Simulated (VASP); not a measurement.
# Na (I4/mmm) in VASP: a series of runs, part 2 of 2

VASP 6.6.1.

### Step 3. Relaxation of cell and atoms, PBE+D3(BJ)

INCAR reads:

```
SYSTEM = Na
PREC = Accurate
ENCUT = 600
EDIFF = 1E-7
ISMEAR = 0
SIGMA = 0.1
LREAL = .False.
LASPH = .True.
NELM = 60
ALGO = Normal
ISIF = 3
LWAVE = .False.
LCHARG = .False.
GGA = PE
IVDW = 12
IBRION = 2
NSW = 100
EDIFFG = -0.005
```

KPOINTS reads:

```
regular mesh
0
Gamma
  16 16 16
  0 0 0
```

POSCAR reads:

```
Na
1.0
   -1.8216234556      1.8216234556      2.5569495567
    1.8216234556     -1.8216234556      2.5569495567
    1.8216234556      1.8216234556     -2.5569495567
Na
1
Direct
    0.0000000000      0.0000000000      0.0000000000
```

Potentials or basis: VASP PAW PBE potentials, release 64 (Na_pv).

Started as:

```
cat potpaw_PBE.64/Na_pv/POTCAR > POTCAR
mpirun -np 1 vasp_std > vasp.out
```

OUTCAR:

```text
SYSTEM = Na
   PREC = Accurate
   ENCUT = 600
   EDIFF = 1E-7
   ISMEAR = 0
   LREAL = .False.
   LASPH = .True.
   NELM = 60
   ISIF = 3
   GGA = PE
   IVDW = 12
   IBRION = 2
   NSW = 100
   EDIFFG = -0.005
 IVDW          = 12

 ion  position               nearest neighbor table
   1  0.000  0.000  0.000-

  LATTYP: Found a body centered tetragonal cell.
 ALAT       =     3.6432469112
 C/A-ratio  =     1.4036652574

  Lattice vectors:

 A1 = (  -1.8216234556,   1.8216234556,   2.5569495567)
 A2 = (   1.8216234556,  -1.8216234556,   2.5569495567)
 A3 = (   1.8216234556,   1.8216234556,  -2.5569495567)

Analysis of symmetry for initial positions (statically):
=====================================================================
 Subroutine PRICEL returns:
 Original cell was already a primitive cell.

 Routine SETGRP: Setting up the symmetry group for a
 body centered tetragonal supercell.

 Subroutine GETGRP returns: Found 16 space group operations
 (whereof 16 operations were pure point group operations)
 out of a pool of 16 trial point group operations.

The static configuration has the point symmetry D_4h.

Analysis of symmetry for dynamics (positions and initial velocities):
=====================================================================
 Subroutine PRICEL returns:
 Original cell was already a primitive cell.

 Routine SETGRP: Setting up the symmetry group for a
 body centered tetragonal supercell.

 Subroutine GETGRP returns: Found 16 space group operations
 (whereof 16 operations were pure point group operations)
 out of a pool of 16 trial point group operations.

The dynamic configuration has the point symmetry D_4h.

 Subroutine INISYM returns: Found 16 space group operations
 (whereof 16 operations are pure point group operations),
 and found     1 'primitive' translations

----------------------------------------------------------------------------------------

                                     Primitive cell

  volume of cell :      33.9390

  direct lattice vectors                    reciprocal lattice vectors
    -1.821623456  1.821623456  2.556949557     0.000000000  0.274480436  0.195545508
     1.821623456 -1.821623456  2.556949557     0.274480436  0.000000000  0.195545508
     1.821623456  1.821623456 -2.556949557     0.274480436  0.274480436  0.000000000

  length of vectors
     3.629685257  3.629685257  3.629685257     0.337012693  0.337012693  0.388173955

  position of ions in fractional coordinates (direct lattice)
     0.000000000  0.000000000  0.000000000

  ion indices of the primitive-cell ions
   primitive index   ion index
                 1           1

----------------------------------------------------------------------------------------

 KPOINTS: regular mesh

Automatic generation of k-mesh.
 Grid dimensions read from file:
 generate k-points for:   16   16   16

 Generating k-lattice:

  Cartesian coordinates                     Fractional coordinates (reciprocal lattice)
     0.000000000  0.017155027  0.012221594     0.062500000  0.000000000  0.000000000
     0.017155027  0.000000000  0.012221594     0.000000000  0.062500000  0.000000000
     0.017155027  0.017155027  0.000000000     0.000000000  0.000000000  0.062500000

  Length of vectors
     0.021063293  0.021063293  0.024260872

  Shift w.r.t. Gamma in fractional coordinates (k-lattice)
     0.000000000  0.000000000  0.000000000

 Subroutine IBZKPT returns following result:
 ===========================================

 Found    349 irreducible k-points:

 Following reciprocal coordinates:
            Coordinates               Weight
  0.000000  0.000000  0.000000      1.000000
  0.062500 -0.000000  0.000000      8.000000
  0.125000 -0.000000  0.000000      8.000000
  0.187500 -0.000000  0.000000      8.000000
  0.250000 -0.000000  0.000000      8.000000
  0.312500 -0.000000  0.000000      8.000000
[... 16 lines left out ...]
 -0.125000  0.062500 -0.000000     16.000000
 -0.062500  0.062500  0.000000      4.000000
 [... further k-points ...]
   k-points           NKPTS =    349   k-points in BZ     NKDIM =    349   number of bands    NBANDS=      7
   number of dos      NEDOS =    301   number of ions     NIONS =      1
   total plane-waves  NPLWV =  27000
   dimension x,y,z NGX =    30 NGY =   30 NGZ =   30
   dimension x,y,z NGXF=    60 NGYF=   60 NGZF=   60
   ions per type =               1
   NGX,Y,Z   is equivalent  to a cutoff of  13.74, 13.74, 13.74 a.u.
   NGXF,Y,Z  is equivalent  to a cutoff of  27.48, 27.48, 27.48 a.u.
 SYSTEM =  Na
   PREC   = accura    normal or accurate (medium, high low for compatibility)
   ISTART =      0    job   : 0-new  1-cont  2-samecut
   ICHARG =      2    charge: 1-file 2-atom 10-const
   ISPIN  =      1    spin polarized calculation?
   LNONCOLLINEAR =      F non collinear calculations
   LSORBIT =      F    spin-orbit coupling
   LASPH  =      T    aspherical Exc in radial PAW
   ENCUT  =  600.0 eV  44.10 Ry    6.64 a.u.   7.25  7.25  7.25*2*pi/ulx,y,z
   NELM   =     60;   NELMIN=  2; NELMDL= -5     # of ELM steps
   EDIFF  = 0.1E-06   stopping-criterion for ELM
   LREAL  =      F    real-space projection
   EDIFFG = -.5E-02   stopping-criterion for IOM
   NSW    =    100    number of steps for IOM
   IBRION =      2    ionic relax: 0-MD 1-quasi-New 2-CG
   NFREE  =      1    steps in history (QN), initial steepest desc. (CG)
   ISIF   =      3    stress and relaxation
   ISYM   =      2    0-nonsym 1-usesym 2-fastsym
   POTIM  = 0.5000    time-step for ionic-motion
   TEBEG  =    0.0;   TEEND  =   0.0 temperature during run
   PSTRESS=    0.0 pullay stress
   NELECT =       7.0000    total number of electrons
   NUPDOWN=      -1.0000    fix difference up-down
   EMIN   =  10.00;   EMAX   =-10.00  energy-range for DOS
   EFERMI =   0.00;   METHOD = LEGACY
   ISMEAR =     0;   SIGMA  =   0.10  broadening in eV -4-tet -1-fermi 0-gaus
   EFERMI_NEDOS =   21; number of points for ismear=-14 and -15
   IALGO  =     38    algorithm
   IMIX   =      4    mixing-type and parameters
     AMIX     =   0.40;   BMIX     =  1.00
     AMIX_MAG =   1.60;   BMIX_MAG =  1.00
  volume/ion in A,a.u.               =      33.94       229.03
  Fermi-wavevector in a.u.,A,eV,Ry     =   0.967255  1.827847 12.729373  0.935583
  Thomas-Fermi vector in A             =   2.097126
   LORBIT       =      0    0 simple, 1 ext, 2 COOP (PROOUT), +10 PAW based schemes
   GGA     = PE    functional components
   LHFCALC =     F    Hartree Fock is set to
   AEXX    =    0.0000 exact exchange contribution
   IVDW    =    12    specifies the selected vdW correction
   LEPSILON=     F    determine dielectric tensor
   LRPA    =     F    only Hartree local field effects (RPA)
 conjugate gradient relaxation of ions
 non-spin polarized calculation
 Gauss-broadening in eV      SIGMA  =   0.10
  energy-cutoff  :      600.00
  volume of cell :       33.94
 maximum number of plane-waves:      1154
 NGX is ok and might be reduce to    30
   NGX = 15   NGY = 15   NGZ = 15

 number of electron       6.9999992 magnetization

 Free energy of the ion-electron system (eV)
  ---------------------------------------------------
  ext. energy  EPLUGINS =         0.00000000
  ---------------------------------------------------
  free energy    TOTEN  =        -1.30634357 eV

  energy without entropy =       -1.30434026  energy(sigma->0) =       -1.30534191

 E-fermi :   0.6018     XC(G=0):  -6.7365

 val. band max:        0.5990971795   @ k =  -0.2500  -0.4375   0.1875
 cond. band min:       0.6689017552   @ k =  -0.3750   0.3750   0.1250
 fundamental gap:      0.0698045757
 Fermi energy:         0.6017660120

 k-point     1 :       0.0000    0.0000    0.0000
  band No.  band energies     occupation
      1     -24.2393      2.00000
      2     -24.2393      2.00000
      3     -24.2393      2.00000
      4      -2.8744      2.00000
      5      12.2260      0.00000
      6      12.2260      0.00000
      7      12.2533      0.00000
[... 221 lines left out ...]
 k-point    24 :      -0.0625    0.0625    0.0000
  band No.  band energies     occupation
      1     -24.2411      2.00000
      2     -24.2400      2.00000
      3     -24.2400      2.00000
      4      -2.7825      2.00000
      5      11.3723      0.00000
      6      11.6820      0.00000
      7      11.7012      0.00000

 [... further k-points ...]

------------------------ aborting loop because EDIFF is reached ----------------------------------------

 Edisp (eV)   -0.16754

 E8    (eV) :    -0.0815

  FORCE on cell =-STRESS in cart. coord.  units (eV):
  Direction    XX          YY          ZZ          XY          YZ          ZX
  --------------------------------------------------------------------------------------
  -------------------------------------------------------------------------------------
  Total      -0.00491    -0.00491     0.00110     0.00000    -0.00000     0.00000
  in kB      -0.23156    -0.23156     0.05189     0.00000    -0.00000     0.00000
  external pressure =       -0.14 kB  Pullay stress =        0.00 kB

 VOLUME and BASIS-vectors are now :
 -----------------------------------------------------------------------------
  energy-cutoff  :      600.00
  volume of cell :       33.94
      direct lattice vectors                 reciprocal lattice vectors
    -1.821623456  1.821623456  2.556949557     0.000000000  0.274480436  0.195545508
     1.821623456 -1.821623456  2.556949557     0.274480436  0.000000000  0.195545508
     1.821623456  1.821623456 -2.556949557     0.274480436  0.274480436  0.000000000

 POSITION                                       TOTAL-FORCE (eV/Angst)
 -----------------------------------------------------------------------------------
      0.00000      0.00000      0.00000        -0.000000     -0.000000      0.000000
 -----------------------------------------------------------------------------------
    total drift:                               -0.000000     -0.000000      0.000000

  FREE ENERGIE OF THE ION-ELECTRON SYSTEM (eV)
  ---------------------------------------------------
  free  energy   TOTEN  =        -1.4738853064 eV

  energy  without entropy=       -1.4718819969  energy(sigma->0) =       -1.47288365

 reached required accuracy - stopping structural energy minimisation
```

OSZICAR:

```text
N       E                     dE             d eps       ncg     rms          rms(c)
DAV:   1     0.216110253490E+02    0.21611E+02   -0.41887E+03  4886   0.955E+02
DAV:   2    -0.879123478404E+00   -0.22490E+02   -0.22479E+02  5103   0.143E+02
DAV:   3    -0.130422653243E+01   -0.42510E+00   -0.42510E+00  6258   0.282E+01
DAV:   4    -0.130744654268E+01   -0.32200E-02   -0.32200E-02  6027   0.225E+00
DAV:   5    -0.130748711093E+01   -0.40568E-04   -0.40568E-04  6370   0.212E-01    0.211E-01
DAV:   6    -0.130681793136E+01    0.66918E-03   -0.54425E-04  6006   0.374E-01    0.140E-01
DAV:   7    -0.130634963654E+01    0.46829E-03   -0.11153E-03  5474   0.460E-01    0.164E-02
DAV:   8    -0.130634347748E+01    0.61591E-05   -0.47576E-05  6055   0.157E-01    0.228E-03
DAV:   9    -0.130634356568E+01   -0.88197E-07   -0.19473E-07  5481   0.582E-03
   1 F= -.14738853E+01 E0= -.14728837E+01  d E =-.147389E+01
```

CONTCAR:

```text
Na
   1.00000000000000
    -1.8216234555999999    1.8216234555999999    2.5569495566999998
     1.8216234555999999   -1.8216234555999999    2.5569495566999998
     1.8216234555999999    1.8216234555999999   -2.5569495566999998
  Na
     1
Direct
     0.0000000000000000    0.0000000000000000    0.0000000000000000

  0.00000000E+00  0.00000000E+00  0.00000000E+00
```

Run time: 27 s. Hardware: 1 thread of Intel Xeon 6975P-C (Granite Rapids), shared host; peak memory 0.23 GiB.

What came out:

- Free energy: -1.4739 eV
- Pressure after relaxing: 0.0 GPa
- Band gap on the k mesh: zero (an odd number of electrons rules out a gap without spin polarisation)
- Dispersion energy per atom: -0.168 eV

Final structure:
```yaml
crystal:
  lattice:
    - [-1.82162, 1.82162, 2.55695]
    - [1.82162, -1.82162, 2.55695]
    - [1.82162, 1.82162, -2.55695]
  atoms:
    - { symbol: Na, position: [0.00000, 0.00000, 0.00000] }
```

Levels at points of the mesh, in eV from the Fermi level:
| k point | band 1 | band 2 | band 3 | band 4 | band 5 | band 6 | band 7 |
| --- | --- | --- | --- | --- | --- | --- | --- |
| (0.00, 0.00, 0.00) | -24.84 | -24.84 | -24.84 | -3.48 | 11.62 | 11.62 | 11.65 |
| (0.50, 0.00, 0.00) | -24.89 | -24.85 | -24.85 | 0.56 | 1.05 | 10.55 | 10.66 |
| (0.50, 0.50, 0.00) | -24.89 | -24.86 | -24.86 | 1.84 | 2.40 | 6.54 | 7.62 |
| (0.50, 0.50, 0.50) | -24.89 | -24.86 | -24.86 | 1.92 | 2.48 | 6.47 | 7.53 |

Caveat: the relaxation stopped at its first step, so nothing moved.
